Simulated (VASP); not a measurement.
# ErB (P4/mmm) in VASP: a series of runs

ErB is run at these levels: PBE; tasks: single point, relaxation of cell and atoms.

Program: VASP 6.6.1. These are calculated values, not measurements. Logs are shortened: lines on timing, memory, paths and dates and some standing lists are left out, and cuts for length are marked.

## 1. The cell of the first run

Symmetry: P4/mmm, No. 123, tetragonal system. Conventional cell: a = 2.881 Å, b = 2.881 Å, c = 3.949 Å, α = 90.00°, β = 90.00°, γ = 90.00°. Within 3.7 Å of Er (site symmetry 4/mmm) lie 8 B at 2.84 Å and 4 Er at 2.88 Å. Within 3.7 Å of B (site symmetry 4/mmm) lie 8 Er at 2.84 Å and 4 B at 2.88 Å.

The cell was generated, and may not be a known phase.

## 2. Single point, PBE

INCAR reads:

```
PREC = Accurate
ENCUT = 500
EDIFF = 1E-6
ISMEAR = 0
SIGMA = 0.1
LREAL = F
LASPH = T
NELM = 200
ALGO = Normal
ISIF = 2
LWAVE = F
LCHARG = F
GGA = PE
NBANDS = 13
GGA_COMPAT = F
LMAXMIX = 6
```

KPOINTS reads:

```
Automatic mesh
0
Gamma
  6 6 4
```

POSCAR reads:

```
ErB
1.0
    2.8805672100      0.0000000000      0.0000000000
    0.0000000000      2.8805672100      0.0000000000
    0.0000000000      0.0000000000      3.9487777300
Er B
1 1
Direct
    0.0000000000      0.0000000000      0.0000000000
    0.5000000000      0.5000000000      0.5000000000
```

Potentials or basis: VASP PAW PBE potentials, release 64 (Er_3, B), 4f in core.

On the command line:

```
> cat potpaw_PBE.64/Er_3/POTCAR potpaw_PBE.64/B/POTCAR > POTCAR
> mpirun -np 1 vasp_std > vasp.out
```

OUTCAR:

```text
PREC = Accurate
   ENCUT = 500
   EDIFF = 1E-6
   ISMEAR = 0
   LREAL = F
   LASPH = T
   NELM = 200
   ISIF = 2
   GGA = PE

 ion  position               nearest neighbor table
   1  0.000  0.000  0.000-   2 2.84   2 2.84   2 2.84   2 2.84   2 2.84   2 2.84   2 2.84   2 2.84

   2  0.500  0.500  0.500-   1 2.84   1 2.84   1 2.84   1 2.84   1 2.84   1 2.84   1 2.84   1 2.84

  LATTYP: Found a simple tetragonal cell.
 ALAT       =     2.8805672100
 C/A-ratio  =     1.3708333957

  Lattice vectors:

 A1 = (   2.8805672100,   0.0000000000,   0.0000000000)
 A2 = (   0.0000000000,   2.8805672100,   0.0000000000)
 A3 = (   0.0000000000,   0.0000000000,   3.9487777300)

Analysis of symmetry for initial positions (statically):
=====================================================================
 Subroutine PRICEL returns:
 Original cell was already a primitive cell.

 Routine SETGRP: Setting up the symmetry group for a
 simple tetragonal supercell.

 Subroutine GETGRP returns: Found 16 space group operations
 (whereof 16 operations were pure point group operations)
 out of a pool of 16 trial point group operations.

The static configuration has the point symmetry D_4h.

Analysis of symmetry for dynamics (positions and initial velocities):
=====================================================================
 Subroutine PRICEL returns:
 Original cell was already a primitive cell.

 Routine SETGRP: Setting up the symmetry group for a
 simple tetragonal supercell.

 Subroutine GETGRP returns: Found 16 space group operations
 (whereof 16 operations were pure point group operations)
 out of a pool of 16 trial point group operations.

The dynamic configuration has the point symmetry D_4h.

 Subroutine INISYM returns: Found 16 space group operations
 (whereof 16 operations are pure point group operations),
 and found     1 'primitive' translations

----------------------------------------------------------------------------------------

                                     Primitive cell

  volume of cell :      32.7656

  direct lattice vectors                    reciprocal lattice vectors
     2.880567210  0.000000000  0.000000000     0.347153851  0.000000000  0.000000000
     0.000000000  2.880567210  0.000000000     0.000000000  0.347153851  0.000000000
     0.000000000  0.000000000  3.948777730     0.000000000  0.000000000  0.253242919

  length of vectors
     2.880567210  2.880567210  3.948777730     0.347153851  0.347153851  0.253242919

  position of ions in fractional coordinates (direct lattice)
     0.000000000  0.000000000  0.000000000
     0.500000000  0.500000000  0.500000000

  ion indices of the primitive-cell ions
   primitive index   ion index
                 1           1
                 2           2

----------------------------------------------------------------------------------------

 KPOINTS: Automatic mesh

Automatic generation of k-mesh.
 Grid dimensions read from file:
 generate k-points for:    6    6    4

 Generating k-lattice:

  Cartesian coordinates                     Fractional coordinates (reciprocal lattice)
     0.057858975  0.000000000  0.000000000     0.166666667  0.000000000  0.000000000
     0.000000000  0.057858975  0.000000000     0.000000000  0.166666667  0.000000000
     0.000000000  0.000000000  0.063310730     0.000000000  0.000000000  0.250000000

  Length of vectors
     0.057858975  0.057858975  0.063310730

  Shift w.r.t. Gamma in fractional coordinates (k-lattice)
     0.000000000  0.000000000  0.000000000

 Subroutine IBZKPT returns following result:
 ===========================================

 Found     30 irreducible k-points:

 Following reciprocal coordinates:
            Coordinates               Weight
  0.000000  0.000000  0.000000      1.000000
  0.166667  0.000000  0.000000      4.000000
  0.333333  0.000000  0.000000      4.000000
  0.500000  0.000000  0.000000      2.000000
  0.166667  0.166667  0.000000      4.000000
  0.333333  0.166667  0.000000      8.000000
[... 16 lines left out ...]
  0.333333  0.000000  0.500000      4.000000
  0.500000  0.000000  0.500000      2.000000
 [... further k-points ...]
   k-points           NKPTS =     30   k-points in BZ     NKDIM =     30   number of bands    NBANDS=     13
   number of dos      NEDOS =    301   number of ions     NIONS =      2
   total plane-waves  NPLWV =  17280
   dimension x,y,z NGX =    24 NGY =   24 NGZ =   30
   dimension x,y,z NGXF=    48 NGYF=   48 NGZF=   60
   ions per type =               1   1
   NGX,Y,Z   is equivalent  to a cutoff of  13.85, 13.85, 12.63 a.u.
   NGXF,Y,Z  is equivalent  to a cutoff of  27.70, 27.70, 25.26 a.u.
 SYSTEM =  unknown system
   PREC   = accura    normal or accurate (medium, high low for compatibility)
   ISTART =      0    job   : 0-new  1-cont  2-samecut
   ICHARG =      2    charge: 1-file 2-atom 10-const
   ISPIN  =      1    spin polarized calculation?
   LNONCOLLINEAR =      F non collinear calculations
   LSORBIT =      F    spin-orbit coupling
   LASPH  =      T    aspherical Exc in radial PAW
   ENCUT  =  500.0 eV  36.75 Ry    6.06 a.u.   5.25  5.25  7.20*2*pi/ulx,y,z
   NELM   =    200;   NELMIN=  2; NELMDL= -5     # of ELM steps
   EDIFF  = 0.1E-05   stopping-criterion for ELM
   LREAL  =      F    real-space projection
   EDIFFG = 0.1E-04   stopping-criterion for IOM
   NSW    =      0    number of steps for IOM
   IBRION =     -1    ionic relax: 0-MD 1-quasi-New 2-CG
   NFREE  =      0    steps in history (QN), initial steepest desc. (CG)
   ISIF   =      2    stress and relaxation
   ISYM   =      2    0-nonsym 1-usesym 2-fastsym
   POTIM  = 0.5000    time-step for ionic-motion
   TEBEG  =    0.0;   TEEND  =   0.0 temperature during run
   PSTRESS=    0.0 pullay stress
   NELECT =      12.0000    total number of electrons
   NUPDOWN=      -1.0000    fix difference up-down
   EMIN   =  10.00;   EMAX   =-10.00  energy-range for DOS
   EFERMI =   0.00;   METHOD = LEGACY
   ISMEAR =     0;   SIGMA  =   0.10  broadening in eV -4-tet -1-fermi 0-gaus
   EFERMI_NEDOS =   21; number of points for ismear=-14 and -15
   IALGO  =     38    algorithm
   IMIX   =      4    mixing-type and parameters
     AMIX     =   0.40;   BMIX     =  1.00
     AMIX_MAG =   1.60;   BMIX_MAG =  1.00
  volume/ion in A,a.u.               =      16.38       110.56
  Fermi-wavevector in a.u.,A,eV,Ry     =   1.171284  2.213406 18.665928  1.371907
  Thomas-Fermi vector in A             =   2.307730
   LORBIT       =      0    0 simple, 1 ext, 2 COOP (PROOUT), +10 PAW based schemes
   GGA     = PE    functional components
   LHFCALC =     F    Hartree Fock is set to
   AEXX    =    0.0000 exact exchange contribution
   IVDW    =     0    specifies the selected vdW correction
   LEPSILON=     F    determine dielectric tensor
   LRPA    =     F    only Hartree local field effects (RPA)
 non-spin polarized calculation
 Gauss-broadening in eV      SIGMA  =   0.10
  energy-cutoff  :      500.00
  volume of cell :       32.77
 maximum number of plane-waves:       846
 NGX is ok and might be reduce to    24
   NGX = 11   NGY = 11   NGZ = 15

 number of electron      11.9999999 magnetization

 Free energy of the ion-electron system (eV)
  ---------------------------------------------------
  ext. energy  EPLUGINS =         0.00000000
  ---------------------------------------------------
  free energy    TOTEN  =       -10.21109311 eV

  energy without entropy =      -10.20454562  energy(sigma->0) =      -10.20781936

 E-fermi :   4.1389     XC(G=0): -11.0384

 val. band max:        4.1251165528   @ k =   0.5000   0.3333   0.5000
 cond. band min:       4.1409569192   @ k =   0.1667   0.0000   0.2500
 fundamental gap:      0.0158403664
 Fermi energy:         4.1389202087

 k-point     1 :       0.0000    0.0000    0.0000
  band No.  band energies     occupation
      1     -20.0958      2.00000
      2     -19.4611      2.00000
      3     -19.4611      2.00000
      4      -4.7910      2.00000
      5       2.7344      2.00000
      6       3.4922      2.00000
      7       4.2665      0.07123
      8       8.3768      0.00000
      9       8.3768      0.00000
     10      10.4120      0.00000
     11      10.4120      0.00000
     12      12.7034      0.00000
     13      12.7324      0.00000

 k-point     2 :       0.1667    0.0000    0.0000
  band No.  band energies     occupation
      1     -20.0353      2.00000
      2     -19.9505      2.00000
      3     -19.4182      2.00000
      4      -4.2192      2.00000
      5       3.2926      2.00000
      6       3.6860      2.00000
      7       3.9836      1.97198
      8       7.1760      0.00000
      9       8.1947      0.00000
     10      10.5007      0.00000
     11      10.6274      0.00000
     12      12.0055      0.00000
     13      13.3098      0.00000

 k-point     3 :       0.3333    0.0000    0.0000
  band No.  band energies     occupation
      1     -20.8325      2.00000
      2     -19.9117      2.00000
      3     -19.3311      2.00000
      4      -2.7431      2.00000
      5       2.2262      2.00000
      6       2.5788      2.00000
      7       4.1891      0.47789
      8       7.4899      0.00000
      9       9.2738      0.00000
     10      11.1071      0.00000
     11      11.4056      0.00000
     12      11.6062      0.00000
     13      13.5473      0.00000
[... 305 lines left out ...]
 k-point    23 :       0.3333    0.0000    0.5000
  band No.  band energies     occupation
      1     -20.8127      2.00000
      2     -20.0371      2.00000
      3     -19.3252      2.00000
      4      -2.3471      2.00000
      5       1.7461      2.00000
      6       2.9842      2.00000
      7       5.0308      0.00000
      8       8.1943      0.00000
      9       8.9382      0.00000
     10       9.1976      0.00000
     11      10.8688      0.00000
     12      11.8668      0.00000
     13      13.1456      0.00000

 k-point    24 :       0.5000    0.0000    0.5000
  band No.  band energies     occupation
      1     -21.2135      2.00000
      2     -19.9641      2.00000
      3     -19.2816      2.00000
      4      -2.1860      2.00000
      5       2.1624      2.00000
      6       3.7247      2.00000
      7       3.7800      2.00000
      8       8.4308      0.00000
      9       9.3524      0.00000
     10       9.3560      0.00000
     11      10.1741      0.00000
     12      10.5569      0.00000
     13      15.7195      0.00000

 [... further k-points ...]

------------------------ aborting loop because EDIFF is reached ----------------------------------------

  FORCE on cell =-STRESS in cart. coord.  units (eV):
  Direction    XX          YY          ZZ          XY          YZ          ZX
  --------------------------------------------------------------------------------------
  -------------------------------------------------------------------------------------
  Total        1.2599496      1.2599496     -4.3944706      0.0000000      0.0000000      0.0000000
  in kB       61.6091247     61.6091247   -214.8812031      0.0000000      0.0000000      0.0000000
  external PRESSURE =     -30.5543179 kB  Pullay stress =       0.0000000 kB

 VOLUME and BASIS-vectors are now :
 -----------------------------------------------------------------------------
  energy-cutoff  :      500.00
  volume of cell :       32.77
      direct lattice vectors                 reciprocal lattice vectors
     2.880567210  0.000000000  0.000000000     0.347153851  0.000000000  0.000000000
     0.000000000  2.880567210  0.000000000     0.000000000  0.347153851  0.000000000
     0.000000000  0.000000000  3.948777730     0.000000000  0.000000000  0.253242919

 POSITION                                       TOTAL-FORCE (eV/Angst)
 -----------------------------------------------------------------------------------
      0.00000      0.00000      0.00000         0.000000      0.000000      0.000000
      1.44028      1.44028      1.97439         0.000000      0.000000      0.000000
 -----------------------------------------------------------------------------------
    total drift:                                0.000000      0.000000      0.000000

  FREE ENERGIE OF THE ION-ELECTRON SYSTEM (eV)
  ---------------------------------------------------
  free  energy   TOTEN  =       -10.2110931052 eV

  energy  without entropy=      -10.2045456235  energy(sigma->0) =      -10.20781936
```

Wall time 5.8 s (1 thread of Intel Xeon 6975P-C (Granite Rapids), shared host); peak memory 0.15 GiB.

Results:

```
Free energy            : -10.2111 eV
Pressure               : -3.1 GPa
Band gap on the k mesh : zero (bands 6 and 7 overlap by 3.02 eV)
```

Levels at points of the mesh, in eV from the Fermi level:
```csv
k point,band 3,band 4,band 5,band 6,band 7,band 8,band 9,band 10
"(0.00, 0.00, 0.00)",-23.60,-8.93,-1.40,-0.65,0.13,4.24,4.24,6.27
"(0.50, 0.00, 0.00)",-23.43,-5.11,-4.18,-2.08,0.54,2.90,7.11,7.24
"(0.50, 0.50, 0.00)",-23.77,-5.10,-0.70,-0.70,1.64,1.64,1.88,2.07
"(0.00, 0.00, 0.50)",-23.59,-6.91,-5.00,-0.44,2.60,2.60,2.67,8.66
"(0.50, 0.00, 0.50)",-23.42,-6.32,-1.98,-0.41,-0.36,4.29,5.21,5.22
"(0.50, 0.50, 0.50)",-23.86,-3.69,-2.83,-2.83,-2.54,6.63,6.91,7.49
```

Caveat: the k points lie up to 0.40 Å⁻¹ apart, too coarse for converged energies and pressures of a metal; spin-orbit coupling is left out, which moves the levels of the heavy elements; the 4f electrons are frozen in the core, so they carry no moment and show no levels. Spin polarisation is off, so any magnetic state and its effect on volume and gap are missing.

## 3. Relaxation of cell and atoms, PBE

INCAR reads:

```
SYSTEM = ErB
PREC = Accurate ; ENCUT = 500
EDIFF = 1E-7 ; ISMEAR = 0
SIGMA = 0.1 ; LREAL = .FALSE.
LASPH = .TRUE. ; NELM = 200
ALGO = Normal ; ISIF = 3
LWAVE = .FALSE. ; LCHARG = .FALSE.
GGA = PE ; IBRION = 2
NSW = 100 ; EDIFFG = -0.01
GGA_COMPAT = .FALSE. ; NELMIN = 4
LMAXMIX = 6
```

KPOINTS reads:

```
Automatic mesh
0
G
  20 20 14
  0 0 0
```

POSCAR is that of step 2.

Potentials or basis: VASP PAW PBE potentials, release 64 (Er_3, B), 4f in core.

On the command line:

```
> cat potpaw_PBE.64/Er_3/POTCAR potpaw_PBE.64/B/POTCAR > POTCAR
> mpirun -np 1 vasp_std > vasp.out
```

It took 5.5 min on 1 thread of Intel Xeon 6975P-C (Granite Rapids), shared host; peak memory 0.36 GiB.

It converged, with:

```
Free energy                           : -10.7859 eV
Relaxed volume                        : 15.97 Å³/atom
Relaxed cell                          : a = 3.170 Å, b = 3.170 Å, c = 3.179 Å, α = 90.00°, β = 90.00°, γ = 90.00°
Space group after relaxing (to 0.1 Å) : Pm-3m (No. 221)
Energy gained by relaxing             : 294.7 meV/atom
Ionic steps                           : 11
Pressure after relaxing               : 0.0 GPa
Band gap on the k mesh                : zero (bands 6 and 7 overlap by 3.84 eV)
```

Stress tensor (GPa, compression positive):
```
 0.03  0.00  0.00
 0.00  0.03  0.00
 0.00  0.00 -0.06
```

Step by step:
```
step  energy change (eV)  largest force (eV/Å)  pressure (GPa)  volume (Å³)
   1              0.0000                0.0000           -3.12        32.77
   2             -0.4812                0.0000            3.00        30.99
   3             -0.5251                0.0000            6.08        30.25
   4             -0.5263                0.0000            7.40        29.96
   5             -0.5772                0.0000           -3.22        33.04
   6             -0.5847                0.0000           -0.76        32.19
   7             -0.5847                0.0000           -0.89        32.23
   8             -0.5887                0.0000           -0.73        32.18
   9             -0.5890                0.0000           -0.69        32.17
  10             -0.5893                0.0000            0.42        31.82
  11             -0.5894                0.0000            0.00        31.95
```

Final structure:
```yaml
crystal:
  lattice:
    - [3.17021, 0.00000, 0.00000]
    - [0.00000, 3.17021, 0.00000]
    - [0.00000, 0.00000, 3.17885]
  atoms:
    - { symbol: Er, position: [0.00000, 0.00000, 0.00000] }
    - { symbol: B, position: [0.50000, 0.50000, 0.50000] }
```

Levels at points of the mesh, in eV from the Fermi level:
```csv
k point,band 4,band 5,band 6,band 7,band 8,band 9
"(0.00, 0.00, 0.00)",-9.12,-0.42,-0.41,2.44,2.48,2.48
"(0.50, 0.00, 0.00)",-5.78,-4.74,0.47,0.52,0.73,7.11
"(0.50, 0.50, 0.00)",-6.40,-1.13,-1.13,0.14,3.38,3.83
"(0.00, 0.00, 0.50)",-5.80,-4.74,0.51,0.51,0.71,7.13
"(0.50, 0.00, 0.50)",-6.42,-1.14,-1.13,0.12,3.41,3.86
"(0.50, 0.50, 0.50)",-3.57,-3.57,-3.57,-3.25,8.00,8.03
```

Caveat: a cell axis changed by over 15 % at a fixed basis, so the end point is rough; spin-orbit coupling is left out, which moves the levels of the heavy elements; the 4f electrons are frozen in the core, so they carry no moment and show no levels. Spin polarisation is off, so any magnetic state and its effect on volume and gap are missing.
